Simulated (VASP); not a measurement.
# Zn3F (I4/mmm) in VASP: further runs

Zn3F is run at these levels: PBE; tasks: single point.

All numbers are computed with VASP 6.6.1; they aren't measurements. Logs are shortened: lines on timing, memory, paths and dates and some standing lists are left out, and cuts for length are marked.

## 1. The cell of the first run

The structure is tetragonal, space group I4/mmm (No. 139). The conventional cell has a = 3.896 Å, b = 3.896 Å, c = 7.804 Å, α = 90.00°, β = 90.00°, γ = 90.00°. Zn (site symmetry 4/mmm) has 4 F at 2.75 Å and 8 Zn at 2.76 Å within 3.6 Å. Zn (site symmetry -4m2) has 8 Zn at 2.75 to 2.76 Å and 4 F at 2.76 Å within 3.6 Å. F (site symmetry 4/mmm) has 12 Zn at 2.75 to 2.76 Å within 3.6 Å.

The cell was generated, and may not be a known phase.

## 2. Single point, PBE

Input file INCAR:

```
SYSTEM = Zn3F
ALGO = Normal
EDIFF = 1E-6
ENCUT = 520
GGA = PE
ISIF = 2
ISMEAR = 0
LASPH = .True.
LCHARG = .False.
LREAL = .False.
LWAVE = .False.
NBANDS = 30
NELM = 60
PREC = Accurate
SIGMA = 0.1
```

Input file KPOINTS:

```
k-points
0
Gamma
  6 6 6
  0 0 0
```

Input file POSCAR:

```
Zn3F
1.0
   -1.9478538400      1.9478538400      3.9019184700
    1.9478538400     -1.9478538400      3.9019184700
    1.9478538400      1.9478538400     -3.9019184700
Zn F
3 1
Direct
    0.5000000000      0.5000000000      0.0000000000
    0.7500000000      0.2500000000      0.5000000000
    0.2500000000      0.7500000000      0.5000000000
    0.0000000000      0.0000000000      0.0000000000
```

Potentials or basis: VASP PAW PBE potentials, release 64 (Zn, F).

Run with:

```
> cat potpaw_PBE.64/Zn/POTCAR potpaw_PBE.64/F/POTCAR > POTCAR
> mpirun -np 1 vasp_std > vasp.out
```

OUTCAR:

```text
SYSTEM = Zn3F
   EDIFF = 1E-6
   ENCUT = 520
   GGA = PE
   ISIF = 2
   ISMEAR = 0
   LASPH = .True.
   LREAL = .False.
   NELM = 60
   PREC = Accurate

 ion  position               nearest neighbor table
   1  0.500  0.500  0.000-   3 2.76   2 2.76   2 2.76   3 2.76   2 2.76   3 2.76   3 2.76   2 2.76

   2  0.750  0.250  0.500-   3 2.75   3 2.75   3 2.75   3 2.75   1 2.76   1 2.76   1 2.76   1 2.76

   3  0.250  0.750  0.500-   2 2.75   2 2.75   2 2.75   2 2.75   1 2.76   1 2.76   1 2.76   1 2.76

   4  0.000  0.000  0.000-

  LATTYP: Found a body centered tetragonal cell.
 ALAT       =     3.8957076800
 C/A-ratio  =     2.0031885298

  Lattice vectors:

 A1 = (  -1.9478538400,   1.9478538400,   3.9019184700)
 A2 = (   1.9478538400,  -1.9478538400,   3.9019184700)
 A3 = (   1.9478538400,   1.9478538400,  -3.9019184700)

Analysis of symmetry for initial positions (statically):
=====================================================================
 Subroutine PRICEL returns:
 Original cell was already a primitive cell.

 Routine SETGRP: Setting up the symmetry group for a
 body centered tetragonal supercell.

 Subroutine GETGRP returns: Found 16 space group operations
 (whereof 16 operations were pure point group operations)
 out of a pool of 16 trial point group operations.

The static configuration has the point symmetry D_4h.

Analysis of symmetry for dynamics (positions and initial velocities):
=====================================================================
 Subroutine PRICEL returns:
 Original cell was already a primitive cell.

 Routine SETGRP: Setting up the symmetry group for a
 body centered tetragonal supercell.

 Subroutine GETGRP returns: Found 16 space group operations
 (whereof 16 operations were pure point group operations)
 out of a pool of 16 trial point group operations.

The dynamic configuration has the point symmetry D_4h.

 Subroutine INISYM returns: Found 16 space group operations
 (whereof 16 operations are pure point group operations),
 and found     1 'primitive' translations

[... 84 lines left out ...]
   dimension x,y,z NGXF=    72 NGYF=   72 NGZF=   72
   ions per type =               3   1
   NGX,Y,Z   is equivalent  to a cutoff of  12.53, 12.53, 12.53 a.u.
   NGXF,Y,Z  is equivalent  to a cutoff of  25.06, 25.06, 25.06 a.u.
 SYSTEM =  Zn3F
   PREC   = accura    normal or accurate (medium, high low for compatibility)
   ISTART =      0    job   : 0-new  1-cont  2-samecut
   ICHARG =      2    charge: 1-file 2-atom 10-const
   ISPIN  =      1    spin polarized calculation?
   LNONCOLLINEAR =      F non collinear calculations
   LSORBIT =      F    spin-orbit coupling
   LASPH  =      T    aspherical Exc in radial PAW
   ENCUT  =  520.0 eV  38.22 Ry    6.18 a.u.   8.88  8.88  8.88*2*pi/ulx,y,z
   NELM   =     60;   NELMIN=  2; NELMDL= -5     # of ELM steps
   EDIFF  = 0.1E-05   stopping-criterion for ELM
   LREAL  =      F    real-space projection
   EDIFFG = 0.1E-04   stopping-criterion for IOM
   NSW    =      0    number of steps for IOM
   IBRION =     -1    ionic relax: 0-MD 1-quasi-New 2-CG
   NFREE  =      0    steps in history (QN), initial steepest desc. (CG)
   ISIF   =      2    stress and relaxation
   ISYM   =      2    0-nonsym 1-usesym 2-fastsym
   POTIM  = 0.5000    time-step for ionic-motion
   TEBEG  =    0.0;   TEEND  =   0.0 temperature during run
   PSTRESS=    0.0 pullay stress
   NELECT =      43.0000    total number of electrons
   NUPDOWN=      -1.0000    fix difference up-down
   EMIN   =  10.00;   EMAX   =-10.00  energy-range for DOS
   EFERMI =   0.00;   METHOD = LEGACY
   ISMEAR =     0;   SIGMA  =   0.10  broadening in eV -4-tet -1-fermi 0-gaus
   EFERMI_NEDOS =   21; number of points for ismear=-14 and -15
   IALGO  =     38    algorithm
   IMIX   =      4    mixing-type and parameters
     AMIX     =   0.40;   BMIX     =  1.00
     AMIX_MAG =   1.60;   BMIX_MAG =  1.00
  volume/ion in A,a.u.               =      14.80        99.91
  Fermi-wavevector in a.u.,A,eV,Ry     =   1.471456  2.780649 29.459109  2.165183
  Thomas-Fermi vector in A             =   2.586590
   LORBIT       =      0    0 simple, 1 ext, 2 COOP (PROOUT), +10 PAW based schemes
   GGA     = PE    functional components
   LHFCALC =     F    Hartree Fock is set to
   AEXX    =    0.0000 exact exchange contribution
   IVDW    =     0    specifies the selected vdW correction
   LEPSILON=     F    determine dielectric tensor
   LRPA    =     F    only Hartree local field effects (RPA)
 non-spin polarized calculation
 Gauss-broadening in eV      SIGMA  =   0.10
  energy-cutoff  :      520.00
  volume of cell :       59.22
 maximum number of plane-waves:      1626
   NGX = 17   NGY = 17   NGZ = 17

 number of electron      42.9999969 magnetization

 Free energy of the ion-electron system (eV)
  ---------------------------------------------------
  ext. energy  EPLUGINS =         0.00000000
  ---------------------------------------------------
  free energy    TOTEN  =        -6.84960930 eV

  energy without entropy =       -6.84271902  energy(sigma->0) =       -6.84616416

 E-fermi :   2.2145     XC(G=0): -10.9309

 val. band max:        2.0921302605   @ k =   0.1667   0.0000  -0.0000
 cond. band min:       2.2252627246   @ k =   0.3333   0.1667   0.0000
 fundamental gap:      0.1331324641
 Fermi energy:         2.2144734618

 k-point     1 :       0.0000    0.0000    0.0000
  band No.  band energies     occupation
      1     -20.5417      2.00000
      2      -6.1599      2.00000
      3      -5.5628      2.00000
      4      -5.5209      2.00000
      5      -5.2756      2.00000
      6      -5.2756      2.00000
[... 781 lines left out ...]
     29      11.4074      0.00000
     30      13.2438      0.00000

 [... further k-points ...]
[... 5 lines left out ...]
  --------------------------------------------------------------------------------------
  -------------------------------------------------------------------------------------
  Total       -0.2669951     -0.2669951      1.0690269      0.0000000      0.0000000      0.0000000
  in kB       -7.2237531     -7.2237531     28.9233319      0.0000000      0.0000000      0.0000000
  external PRESSURE =       4.8252752 kB  Pullay stress =       0.0000000 kB

 VOLUME and BASIS-vectors are now :
 -----------------------------------------------------------------------------
  energy-cutoff  :      520.00
  volume of cell :       59.22
      direct lattice vectors                 reciprocal lattice vectors
    -1.947853840  1.947853840  3.901918470     0.000000000  0.256692771  0.128142093
     1.947853840 -1.947853840  3.901918470     0.256692771  0.000000000  0.128142093
     1.947853840  1.947853840 -3.901918470     0.256692771  0.256692771  0.000000000

 POSITION                                       TOTAL-FORCE (eV/Angst)
 -----------------------------------------------------------------------------------
      0.00000      0.00000      3.90192        -0.000000      0.000000     -0.000000
      0.00000      1.94785      1.95096         0.000000     -0.000000      0.000000
      1.94785      0.00000      1.95096        -0.000000      0.000000      0.000000
      0.00000      0.00000      0.00000        -0.000000      0.000000     -0.000000
 -----------------------------------------------------------------------------------
    total drift:                               -0.000000      0.000000      0.000000

  FREE ENERGIE OF THE ION-ELECTRON SYSTEM (eV)
  ---------------------------------------------------
  free  energy   TOTEN  =        -6.8496092994 eV

  energy  without entropy=       -6.8427190172  energy(sigma->0) =       -6.84616416
```

OSZICAR:

```text
N       E                     dE             d eps       ncg     rms          rms(c)
DAV:   1     0.300417867983E+03    0.30042E+03   -0.20361E+04  1816   0.208E+03
DAV:   2     0.192021369589E+02   -0.28122E+03   -0.26503E+03  1830   0.403E+02
DAV:   3    -0.800466567600E+01   -0.27207E+02   -0.26817E+02  2040   0.125E+02
DAV:   4    -0.850594520560E+01   -0.50128E+00   -0.50090E+00  1914   0.170E+01
DAV:   5    -0.850731402444E+01   -0.13688E-02   -0.13688E-02  2040   0.930E-01    0.719E+00
DAV:   6    -0.688945196069E+01    0.16179E+01   -0.51568E+00  3176   0.399E+01    0.436E+00
DAV:   7    -0.688745054492E+01    0.20014E-02   -0.11859E+00  1812   0.876E+00    0.227E+00
DAV:   8    -0.686227032419E+01    0.25180E-01   -0.30424E-01  1940   0.477E+00    0.938E-01
DAV:   9    -0.684938102799E+01    0.12889E-01   -0.63064E-02  2356   0.342E+00    0.223E-01
DAV:  10    -0.684963629017E+01   -0.25526E-03   -0.66532E-03  1812   0.607E-01    0.105E-01
DAV:  11    -0.684964439295E+01   -0.81028E-05   -0.44048E-04  2254   0.359E-01    0.575E-02
DAV:  12    -0.684962229876E+01    0.22094E-04   -0.11229E-04  1978   0.242E-01    0.256E-02
DAV:  13    -0.684960948690E+01    0.12812E-04   -0.68072E-05  2040   0.879E-02    0.473E-03
DAV:  14    -0.684960929940E+01    0.18750E-06   -0.71143E-06  1866   0.222E-02
   1 F= -.68496093E+01 E0= -.68461642E+01  d E =-.689028E-02
```

Wall time 1.8 min (1 thread of Intel Xeon 8259CL, shared host); peak memory 0.22 GiB.

Results:

```
Free energy            : -6.8496 eV
Pressure               : 0.5 GPa
Band gap on the k mesh : zero (an odd number of electrons rules out a gap without spin polarisation)
```

Stress tensor (GPa, compression positive):
```
-0.72  0.00  0.00
 0.00 -0.72  0.00
 0.00  0.00  2.89
```

Caveat: an odd number of electrons without spin polarisation forces a metal; a magnetic or distorted state may lie lower.

## 3. Single point, PBE

This run uses another cell than the first one, of 14.86 Å³/atom.

Input file INCAR:

```
SYSTEM = Zn3F
ALGO = Normal ; EDIFF = 1E-7
ENCUT = 520 ; GGA = PE
ISIF = 2 ; ISMEAR = 0
LASPH = .True. ; LCHARG = .True.
LELF = .True. ; LREAL = .False.
LVHAR = .True. ; LWAVE = .False.
NBANDS = 30 ; NELM = 100
PREC = Accurate ; SIGMA = 0.1
```

Input file KPOINTS:

```
k-points
0
Gamma
  16 16 16
  0 0 0
```

Input file POSCAR:

```
Zn3F
1.0
   -1.8718415574      1.8718415574      4.2415279928
    1.8718415574     -1.8718415574      4.2415279928
    1.8718415574      1.8718415574     -4.2415279928
Zn F
3 1
Direct
    0.5000000000      0.5000000000      0.0000000000
    0.7500000000      0.2500000000      0.5000000000
    0.2500000000      0.7500000000      0.5000000000
    0.0000000000      0.0000000000      0.0000000000
```

Potentials or basis: VASP PAW PBE potentials, release 64 (Zn, F).

Run with:

```
> cat potpaw_PBE.64/Zn/POTCAR potpaw_PBE.64/F/POTCAR > POTCAR
> mpirun -np 1 vasp_std > vasp.out
```

Run time: 24 min. Hardware: 1 thread of Intel Xeon 8259CL, shared host; peak memory 0.61 GiB.

The run converged. Its results:

* Free energy: -6.8800 eV
* Pressure: 0.1 GPa
* Band gap on the k mesh: zero (an odd number of electrons rules out a gap without spin polarisation)

Levels at points of the mesh, in eV from the Fermi level:
```tsv
k point	band 19	band 20	band 21	band 22	band 23	band 24
(0.00, 0.00, 0.00)	-4.30	-4.30	0.87	1.45	2.97	2.97
(0.50, 0.00, 0.00)	-4.59	-4.01	-2.32	0.80	1.14	4.59
(0.50, 0.50, 0.00)	-4.72	-3.16	-0.90	-0.89	-0.73	2.51
(0.50, 0.50, 0.50)	-4.55	-4.41	-2.93	2.52	2.52	3.59
```

Caveat: an odd number of electrons without spin polarisation forces a metal; a magnetic or distorted state may lie lower.

The gap in the log of VASP goes by the Fermi energy; the results here count the filled bands.